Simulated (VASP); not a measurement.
# WC: single point with PBEsol

The system is WC, a slab with vacuum.

```
W C
1.0
     5.80140    0.00000    0.00000
    -2.90070    5.02416    0.00000
     0.00000    0.00000   15.25188
W C
8 8
Direct
  0.00000 0.00000 0.06557
  0.99812 0.00669 0.25169
  0.99999 0.50000 0.06557
  0.00473 0.49644 0.25145
  0.50000 0.00000 0.06557
  0.51553 0.01342 0.25136
  0.50001 0.50000 0.06557
  0.51675 0.51601 0.25314
  0.33271 0.16640 0.15096
  0.30627 0.15959 0.32799
  0.33450 0.65691 0.15185
  0.34085 0.67333 0.32326
  0.83601 0.16868 0.14817
  0.84343 0.17846 0.32324
  0.83877 0.67878 0.15090
  0.85317 0.67739 0.32800
```

* Program: VASP 6.6.1
* Task: single point
* Functional: PBEsol
* Potentials or basis: VASP PAW PBE potentials, release 64 (W_sv, C)
* Cutoff: 520 eV
* k mesh: 3 × 3 × 1
* Occupations: fermi-dirac, width 0.1 eV
* Spin: no spin polarisation
* Dipole correction: no
* Further INCAR settings: LREAL = Auto; ALGO = Normal; EDIFF = 1e-06; NBANDS = 86

| Property | Result |
| --- | --- |
| Largest force | 2.738 eV/Å |
| Band gap on the k mesh | zero (bands 72 and 73 overlap by 0.70 eV) |

Forces on the atoms (eV/Å):
```
W    0.237  0.141 -0.464
W    1.507 -0.760 -0.226
W    0.123  0.374 -0.110
W   -0.445  2.389  0.044
W   -0.155 -0.114 -0.075
W   -2.336 -1.003  0.582
W    0.250  0.014 -0.079
W   -0.394 -2.024  0.400
C    0.381  0.360  0.442
C    2.244  1.133 -1.083
C   -0.185  0.917  0.039
C   -0.135  0.416  0.039
C   -0.257 -0.039  0.337
C   -0.502 -0.467  1.062
C    0.103 -0.926  0.076
C   -0.437 -0.411 -0.983
```

Levels at points of the mesh, in eV from the Fermi level:
```tsv
k point	band 69	band 70	band 71	band 72	band 73	band 74	band 75	band 76
(0.00, 0.00, 0.00)	0.08	0.14	0.29	0.31	0.35	1.04	1.14	1.22
```

Wall time 5.8 min on 1 thread of Intel(R) Xeon(R) Platinum 8559C (Emerald Rapids), on a shared host, peak memory 0.61 GiB.

Caveat: the k points lie up to 0.42 Å⁻¹ apart, too coarse for converged energies and pressures of a metal; the PAW data sets were made with another functional, which shifts forces and pressure a little; spin-orbit coupling is left out, which moves the levels of the heavy elements.
